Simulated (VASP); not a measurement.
## H16CO10: single point with PBE+D3(BJ)

System: H16CO10.

```
O H C
1.0
     6.95619    0.00000    0.00000
     0.00000    6.95619    0.00000
     0.00000    0.00000    6.95619
O H C
10 16 1
Direct
  0.38990 0.72057 0.43438
  0.69593 0.76993 0.73489
  0.99865 0.20516 0.22169
  0.30533 0.98794 0.18877
  0.96938 0.03048 0.58164
  0.24357 0.16437 0.82502
  0.16285 0.54061 0.66575
  0.89063 0.54089 0.33365
  0.45281 0.44622 0.10457
  0.67628 0.31243 0.89530
  0.35264 0.81675 0.33494
  0.44464 0.61791 0.35473
  0.69163 0.63430 0.74101
  0.57996 0.78882 0.65381
  0.96921 0.19368 0.08867
  0.96150 0.33320 0.27403
  0.19785 0.07142 0.22593
  0.28897 0.99904 0.05077
  0.95285 0.05040 0.44083
  0.86990 0.94787 0.63014
  0.17501 0.10527 0.72241
  0.24086 0.29798 0.77778
  0.14241 0.64639 0.75856
  0.25606 0.61008 0.57350
  0.93555 0.54665 0.46777
  0.97089 0.62478 0.26727
  0.56226 0.36527 0.00965
```

* Program: VASP 6.6.1
* Task: single point
* Functional: PBE
* Dispersion: D3(BJ)
* Potentials or basis: VASP PAW PBE potentials, release 64 (O, H, C)
* Cutoff: 520 eV
* k mesh: 1 × 1 × 1
* Occupations: fermi-dirac, width 0.02 eV
* Spin: no spin polarisation
* Dipole correction: no
* Further INCAR settings: LREAL = Auto; ALGO = Normal; EDIFF = 1e-06; NBANDS = 59

```yaml
Pressure: 1.5 GPa
Largest_force: 2.736 eV/Å
Dispersion_energy_per_atom: -0.031 eV
```

Forces on the atoms (eV/Å):
```
O    0.611 -0.751 -0.033
O   -0.895  1.274 -0.485
O    0.327 -0.792  1.186
O    0.176 -0.407  0.088
O    0.828  0.589 -1.000
O    0.892  0.916  0.867
O    0.253  0.995  0.209
O   -1.499 -1.374  1.424
O   -1.542  0.546  1.726
O   -0.107 -0.419  0.542
H   -0.258  0.711 -0.231
H    0.107  0.080  0.233
H    0.500 -1.691  0.307
H    0.340  0.400  0.034
H   -0.313  0.232 -1.089
H   -0.194  0.232 -0.383
H   -0.319  0.489  0.578
H    0.471 -0.001 -0.740
H   -0.079 -0.037  0.735
H   -0.719 -0.683  0.185
H   -1.142 -1.093 -1.130
H   -0.036  0.154  0.334
H   -0.154 -0.667 -0.274
H   -0.545 -0.371  0.166
H    0.203  0.089  0.074
H    1.427  1.673 -1.157
C    1.666 -0.096 -2.169
```

Stress tensor (GPa, compression positive):
```
 1.40 -0.16 -0.98
-0.16  1.97  0.39
-0.98  0.39  1.02
```

Levels at points of the mesh, in eV from the Fermi level:
| k point | band 38 | band 39 | band 40 | band 41 | band 42 | band 43 |
| --- | --- | --- | --- | --- | --- | --- |
| (0.00, 0.00, 0.00) | -1.08 | -0.87 | -0.59 | 3.63 | 5.00 | 5.45 |

Run time: 75 s on 1 thread of AMD EPYC 7R13, on a shared host, peak memory 0.31 GiB.

Caveat: the k points lie up to 0.90 Å⁻¹ apart, too coarse for converged energies, forces and pressures; the atoms stand as in a frame of molecular dynamics.
